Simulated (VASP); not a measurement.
**TiTe2: single point with PBE**

TiTe2:

```
CELL_PARAMETERS angstrom
3.68258 0.00000 0.00000
-1.84129 3.18920 0.00000
0.00000 0.00000 6.17310
ATOMIC_POSITIONS crystal
Ti 0.00000 0.00000 0.00000
Te 0.66667 0.33333 0.26280
Te 0.33333 0.66667 0.73720
```

This cell differs from its parent crystal: strain -0.025 along x and y, -0.050 along z.

| Quantity | Value |
| --- | --- |
| Program | VASP 6.6.1 |
| Task | single point |
| Functional | PBE |
| Potentials or basis | VASP PAW PBE potentials, release 64 (Ti_sv, Te) |
| Cutoff | 520 eV |
| k mesh | 12 × 12 × 8 |
| Occupations | gaussian, width 0.15 eV |
| Spin | no spin polarisation |

```
Pressure               : 9.2 GPa
Largest force          : 1.107 eV/Å
Band gap on the k mesh : zero (bands 12 and 13 overlap by 0.77 eV)
```

Forces in eV/Å, atoms in the order of the input:
```
Ti   0.000  0.000  0.000
Te   0.000  0.000  1.107
Te   0.000  0.000 -1.107
```

Stress tensor (GPa, compression positive):
```
 8.18  0.00  0.00
 0.00  8.18  0.00
 0.00  0.00 11.32
```

Levels at points of the mesh, in eV from the Fermi level:
```csv
k point,band 10,band 11,band 12,band 13,band 14,band 15
"(0.00, 0.00, 0.00)",0.35,0.35,0.37,0.99,1.22,1.22
"(0.50, 0.00, 0.00)",-2.70,-1.98,-1.37,0.03,1.23,1.62
"(0.00, 0.00, 0.50)",-1.91,0.34,0.34,0.80,0.80,1.32
"(0.50, 0.00, 0.50)",-2.34,-0.88,-0.69,-0.39,1.23,1.58
```

Wall time 5.5 min on 1 thread of Intel Xeon 8259CL (shared host), peak memory 0.32 GiB.

Caveat: the cell differs from its parent crystal (strain -0.025 along x and y, -0.050 along z); the cell stands under pressure; spin-orbit coupling is left out, which moves the levels of the heavy elements; this functional lacks dispersion, which binds the layers, so the pressure and a relaxed spacing across them are unreliable; forces of over 1 eV/Å act on the atoms, so gaps and moduli don't describe the material at rest.
